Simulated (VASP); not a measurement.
# CaO in VASP: a series of runs

The runs below take CaO through single point, with r2SCAN, HSE06.

Program: VASP 6.6.1. These are calculated values, not measurements. Logs are shortened: lines on timing, memory, paths and dates and some standing lists are left out, and cuts for length are marked.

### Step 1. The cell of the first run

Symmetry: I4/mmm, No. 139, tetragonal system. Conventional cell: a = 3.391 Å, b = 3.391 Å, c = 4.753 Å, α = 90.00°, β = 90.00°, γ = 90.00°. Within 3.1 Å of Ca (site symmetry 4/mmm) lie 6 O at 2.38 to 2.40 Å. Within 3.1 Å of O (site symmetry 4/mmm) lie 6 Ca at 2.38 to 2.40 Å.

### Step 2. Single point, r2SCAN (uniaxial x strain -0.9%)

POSCAR

```
CaO
1.0
    0.0000000000      2.3975501188      2.3975501188
    2.3766914328      0.0000000000      2.3975501188
    2.3766914328      2.3975501188      0.0000000000
Ca O
1 1
Direct
    0.0000000000      0.0000000000      0.0000000000
    0.5000000000      0.5000000000      0.5000000000
```

INCAR.step1

```
PREC = Accurate
ENCUT = 520
ISMEAR = 0
SIGMA = 0.01
LREAL = F
LASPH = T
NELM = 100
NBANDS = 15
GGA = PE
ALGO = Normal
EDIFF = 1E-4
LWAVE = T
LCHARG = F
```

INCAR.step2

```
PREC = Accurate
ENCUT = 520
EDIFF = 1E-6
ISMEAR = 0
SIGMA = 0.01
LREAL = F
LASPH = T
NELM = 100
ALGO = Normal
ISIF = 2
LWAVE = F
LCHARG = T
METAGGA = R2SCAN
LMIXTAU = T
LELF = T
LVHAR = T
NBANDS = 15
ISTART = 1
```

KPOINTS

```
Automatic mesh
0
Gamma
  10 10 10
```

Potentials or basis: VASP PAW PBE potentials, release 64 (Ca_sv, O).

Launch:

```
$ cat potpaw_PBE.64/Ca_sv/POTCAR potpaw_PBE.64/O/POTCAR > POTCAR
$ cp INCAR.step1 INCAR
$ mpirun -np 1 vasp_std > vasp.out
$ cp INCAR.step2 INCAR
$ mpirun -np 1 vasp_std > vasp.out
```

OUTCAR:

```text
PREC = Accurate
   ENCUT = 520
   EDIFF = 1E-6
   ISMEAR = 0
   LREAL = F
   LASPH = T
   NELM = 100
   ISIF = 2
   METAGGA = R2SCAN
   ISTART = 1

 ion  position               nearest neighbor table
   1  0.000  0.000  0.000-   2 2.38   2 2.38   2 2.40   2 2.40   2 2.40   2 2.40
   2  0.500  0.500  0.500-   1 2.38   1 2.38   1 2.40   1 2.40   1 2.40   1 2.40

  LATTYP: Found a body centered tetragonal cell.
 ALAT       =     3.3906478945
 C/A-ratio  =     1.4019099044

  Lattice vectors:

 A1 = (  -2.3766914328,   0.0000000000,  -2.3975501188)
 A2 = (  -2.3766914328,   0.0000000000,   2.3975501188)
 A3 = (   2.3766914328,   2.3975501188,   0.0000000000)

Analysis of symmetry for initial positions (statically):
=====================================================================
 Subroutine PRICEL returns:
 Original cell was already a primitive cell.

 Routine SETGRP: Setting up the symmetry group for a
 body centered tetragonal supercell.

 Subroutine GETGRP returns: Found 16 space group operations
 (whereof 16 operations were pure point group operations)
 out of a pool of 16 trial point group operations.

The static configuration has the point symmetry D_4h.

Analysis of symmetry for dynamics (positions and initial velocities):
=====================================================================
 Subroutine PRICEL returns:
 Original cell was already a primitive cell.

 Routine SETGRP: Setting up the symmetry group for a
 body centered tetragonal supercell.

 Subroutine GETGRP returns: Found 16 space group operations
 (whereof 16 operations were pure point group operations)
 out of a pool of 16 trial point group operations.

The dynamic configuration has the point symmetry D_4h.

 Subroutine INISYM returns: Found 16 space group operations
 (whereof 16 operations are pure point group operations),
 and found     1 'primitive' translations

----------------------------------------------------------------------------------------

                                     Primitive cell

  volume of cell :      27.3236

  direct lattice vectors                    reciprocal lattice vectors
     0.000000000  2.397550119  2.397550119    -0.210376489  0.208546214  0.208546214
     2.376691433  0.000000000  2.397550119     0.210376489 -0.208546214  0.208546214
     2.376691433  2.397550119  0.000000000     0.210376489  0.208546214 -0.208546214

  length of vectors
     3.390647894  3.375930796  3.375930796     0.362272431  0.362272431  0.362272431

  position of ions in fractional coordinates (direct lattice)
[... 8 lines left out ...]
----------------------------------------------------------------------------------------

 KPOINTS: Automatic mesh

Automatic generation of k-mesh.
 Grid dimensions read from file:
 generate k-points for:   10   10   10

 Generating k-lattice:

  Cartesian coordinates                     Fractional coordinates (reciprocal lattice)
    -0.021037649  0.020854621  0.020854621     0.100000000  0.000000000  0.000000000
     0.021037649 -0.020854621  0.020854621     0.000000000  0.100000000  0.000000000
     0.021037649  0.020854621 -0.020854621     0.000000000  0.000000000  0.100000000

  Length of vectors
     0.036227243  0.036227243  0.036227243

  Shift w.r.t. Gamma in fractional coordinates (k-lattice)
     0.000000000  0.000000000  0.000000000

 Subroutine IBZKPT returns following result:
 ===========================================

 Found    102 irreducible k-points:

 Following reciprocal coordinates:
            Coordinates               Weight
  0.000000  0.000000  0.000000      1.000000
  0.100000 -0.000000 -0.000000      8.000000
  0.200000 -0.000000 -0.000000      8.000000
  0.300000  0.000000  0.000000      8.000000
  0.400000  0.000000  0.000000      8.000000
  0.500000 -0.000000 -0.000000      4.000000
[... 16 lines left out ...]
  0.300000  0.300000  0.000000      4.000000
  0.400000  0.300000 -0.000000     16.000000
 [... further k-points ...]
   k-points           NKPTS =    102   k-points in BZ     NKDIM =    102   number of bands    NBANDS=     15
   number of dos      NEDOS =    301   number of ions     NIONS =      2
   total plane-waves  NPLWV =  21952
   dimension x,y,z NGX =    28 NGY =   28 NGZ =   28
   dimension x,y,z NGXF=    56 NGYF=   56 NGZF=   56
   ions per type =               1   1
   NGX,Y,Z   is equivalent  to a cutoff of  13.73, 13.79, 13.79 a.u.
   NGXF,Y,Z  is equivalent  to a cutoff of  27.46, 27.58, 27.58 a.u.
 SYSTEM =  unknown system
   PREC   = accura    normal or accurate (medium, high low for compatibility)
   ISTART =      1    job   : 0-new  1-cont  2-samecut
   ICHARG =      0    charge: 1-file 2-atom 10-const
   ISPIN  =      1    spin polarized calculation?
   LNONCOLLINEAR =      F non collinear calculations
   LSORBIT =      F    spin-orbit coupling
   LASPH  =      T    aspherical Exc in radial PAW
   ENCUT  =  520.0 eV  38.22 Ry    6.18 a.u.   6.30  6.28  6.28*2*pi/ulx,y,z
   NELM   =    100;   NELMIN=  2; NELMDL=  0     # of ELM steps
   EDIFF  = 0.1E-05   stopping-criterion for ELM
   LREAL  =      F    real-space projection
   EDIFFG = 0.1E-04   stopping-criterion for IOM
   NSW    =      0    number of steps for IOM
   IBRION =     -1    ionic relax: 0-MD 1-quasi-New 2-CG
   NFREE  =      0    steps in history (QN), initial steepest desc. (CG)
   ISIF   =      2    stress and relaxation
   ISYM   =      2    0-nonsym 1-usesym 2-fastsym
   POTIM  = 0.5000    time-step for ionic-motion
   TEBEG  =    0.0;   TEEND  =   0.0 temperature during run
   PSTRESS=    0.0 pullay stress
   NELECT =      16.0000    total number of electrons
   NUPDOWN=      -1.0000    fix difference up-down
   EMIN   =  10.00;   EMAX   =-10.00  energy-range for DOS
   EFERMI =   0.00;   METHOD = LEGACY
   ISMEAR =     0;   SIGMA  =   0.01  broadening in eV -4-tet -1-fermi 0-gaus
   EFERMI_NEDOS =   21; number of points for ismear=-14 and -15
   IALGO  =     38    algorithm
   IMIX   =      4    mixing-type and parameters
     AMIX     =   0.40;   BMIX     =  1.00
     AMIX_MAG =   1.60;   BMIX_MAG =  1.00
  volume/ion in A,a.u.               =      13.66        92.19
  Fermi-wavevector in a.u.,A,eV,Ry     =   1.369626  2.588218 25.522846  1.875876
  Thomas-Fermi vector in A             =   2.495485
   LORBIT       =      0    0 simple, 1 ext, 2 COOP (PROOUT), +10 PAW based schemes
   METAGGA = R2SCAN    functional components
   LHFCALC =     F    Hartree Fock is set to
   AEXX    =    0.0000 exact exchange contribution
   IVDW    =     0    specifies the selected vdW correction
   LEPSILON=     F    determine dielectric tensor
   LRPA    =     F    only Hartree local field effects (RPA)
 non-spin polarized calculation
 Gauss-broadening in eV      SIGMA  =   0.01
  energy-cutoff  :      520.00
  volume of cell :       27.32
 maximum number of plane-waves:       751
 NGX is ok and might be reduce to    28
   NGX = 13   NGY = 13   NGZ = 13

 number of electron      15.9999997 magnetization

 Free energy of the ion-electron system (eV)
  ---------------------------------------------------
  ext. energy  EPLUGINS =         0.00000000
  ---------------------------------------------------
  free energy    TOTEN  =       -19.44953497 eV

  energy without entropy =      -19.44953497  energy(sigma->0) =      -19.44953497

 E-fermi :   2.1668     XC(G=0): -11.1583

 val. band max:        2.1200167816   @ k =   0.0000   0.0000   0.0000
 cond. band min:       6.2683197809   @ k =   0.0000   0.5000   0.5000
 fundamental gap:      4.1483029993
 Fermi energy:         2.1667708883

 k-point     1 :       0.0000    0.0000    0.0000
  band No.  band energies     occupation
      1     -36.8844      2.00000
      2     -16.7668      2.00000
      3     -16.7668      2.00000
      4     -16.7607      2.00000
      5     -14.3997      2.00000
      6       2.0967      2.00000
      7       2.0967      2.00000
      8       2.1200      2.00000
      9       7.6647      0.00000
     10       8.9777      0.00000
     11       8.9777      0.00000
     12       9.0371      0.00000
     13      10.5791      0.00000
     14      10.6658      0.00000
     15      17.9826      0.00000

 k-point     2 :       0.1000   -0.0000   -0.0000
  band No.  band energies     occupation
      1     -36.8741      2.00000
      2     -16.9410      2.00000
      3     -16.7724      2.00000
      4     -16.7674      2.00000
      5     -14.2180      2.00000
      6       1.7554      2.00000
      7       1.9566      2.00000
      8       1.9708      2.00000
      9       8.1201      0.00000
     10       8.9588      0.00000
     11       9.1588      0.00000
     12       9.1960      0.00000
     13      10.8278      0.00000
     14      10.9178      0.00000
     15      18.4068      0.00000

 k-point     3 :       0.2000   -0.0000   -0.0000
  band No.  band energies     occupation
      1     -36.8469      2.00000
      2     -17.3196      2.00000
      3     -16.7869      2.00000
      4     -16.7794      2.00000
      5     -13.8240      2.00000
      6       0.9908      2.00000
      7       1.6189      2.00000
      8       1.6282      2.00000
      9       8.9247      0.00000
     10       9.2431      0.00000
     11       9.6596      0.00000
     12       9.6828      0.00000
     13      11.4752      0.00000
     14      11.5728      0.00000
     15      19.0638      0.00000

 k-point     4 :       0.3000    0.0000    0.0000
  band No.  band energies     occupation
      1     -36.8132      2.00000
      2     -17.6961      2.00000
      3     -16.8047      2.00000
      4     -16.7942      2.00000
      5     -13.4273      2.00000
      6       0.2116      2.00000
      7       1.2468      2.00000
      8       1.2509      2.00000
      9       9.1906      0.00000
     10      10.3490      0.00000
     11      10.3545      0.00000
     12      10.4037      0.00000
     13      12.3006      0.00000
     14      12.4042      0.00000
     15      18.7007      0.00000
[... 307 lines left out ...]
 k-point    22 :      -0.2000    0.2000    0.0000
  band No.  band energies     occupation
      1     -36.8018      2.00000
      2     -17.6382      2.00000
      3     -16.9503      2.00000
      4     -16.7852      2.00000
      5     -13.4468      2.00000
      6       0.1968      2.00000
      7       1.0876      2.00000
      8       1.4821      2.00000
      9       8.9251      0.00000
     10      10.0742      0.00000
     11      10.1611      0.00000
     12      11.0268      0.00000
     13      12.6360      0.00000
     14      12.9328      0.00000
     15      19.0632      0.00000

 k-point    23 :       0.3000    0.3000    0.0000
  band No.  band energies     occupation
      1     -36.7923      2.00000
      2     -17.4254      2.00000
      3     -16.9192      2.00000
      4     -16.9171      2.00000
      5     -13.8268      2.00000
      6       0.3582      2.00000
      7       1.7636      2.00000
      8       1.7860      2.00000
      9       7.0251      0.00000
     10      10.0587      0.00000
     11      11.3867      0.00000
     12      11.4488      0.00000
     13      11.4492      0.00000
     14      13.4267      0.00000
     15      20.6785      0.00000

 k-point    24 :       0.4000    0.3000   -0.0000
  band No.  band energies     occupation
      1     -36.7713      2.00000
      2     -17.4847      2.00000
      3     -16.9729      2.00000
      4     -16.9412      2.00000
      5     -13.8353      2.00000
      6       0.4225      2.00000
      7       1.5610      2.00000
      8       1.6601      2.00000
      9       6.9906      0.00000
     10      10.6221      0.00000
     11      11.7134      0.00000
     12      11.7556      0.00000
     13      11.9024      0.00000
     14      13.8585      0.00000
     15      18.9739      0.00000

 [... further k-points ...]

------------------------ aborting loop because EDIFF is reached ----------------------------------------

  FORCE on cell =-STRESS in cart. coord.  units (eV):
  Direction    XX          YY          ZZ          XY          YZ          ZX
  --------------------------------------------------------------------------------------
  -------------------------------------------------------------------------------------
  Total        0.5597898      0.2673291      0.2673291     -0.0000000      0.0000000     -0.0000000
  in kB       32.8244414     15.6754019     15.6754019     -0.0000000      0.0000000     -0.0000000
  external PRESSURE =      21.3917484 kB  Pullay stress =       0.0000000 kB

 VOLUME and BASIS-vectors are now :
 -----------------------------------------------------------------------------
  energy-cutoff  :      520.00
  volume of cell :       27.32
      direct lattice vectors                 reciprocal lattice vectors
     0.000000000  2.397550119  2.397550119    -0.210376489  0.208546214  0.208546214
     2.376691433  0.000000000  2.397550119     0.210376489 -0.208546214  0.208546214
     2.376691433  2.397550119  0.000000000     0.210376489  0.208546214 -0.208546214

 POSITION                                       TOTAL-FORCE (eV/Angst)
 -----------------------------------------------------------------------------------
      0.00000      0.00000      0.00000         0.000000     -0.000000      0.000000
      2.37669      2.39755      2.39755         0.000000      0.000000     -0.000000
 -----------------------------------------------------------------------------------
    total drift:                                0.000000      0.000000      0.000000

  FREE ENERGIE OF THE ION-ELECTRON SYSTEM (eV)
  ---------------------------------------------------
  free  energy   TOTEN  =       -19.4495349728 eV

  energy  without entropy=      -19.4495349728  energy(sigma->0) =      -19.44953497
```

It took 2.9 min on 1 thread of Intel Xeon Platinum 8259CL at 2.50GHz (Skylake/Cascade Lake), shared host; peak memory 0.19 GiB.

Results:

```
Free energy            : -19.4495 eV
Pressure               : 2.1 GPa
Band gap on the k mesh : 4.15 eV, indirect (least direct gap 4.55 eV)
```

Caveat: the cell differs from its parent crystal (uniaxial x strain -0.9%); the PAW data sets were made with another functional, which shifts forces and pressure a little. A k mesh can miss the band edges.

(Continued in part 2 of 2.)
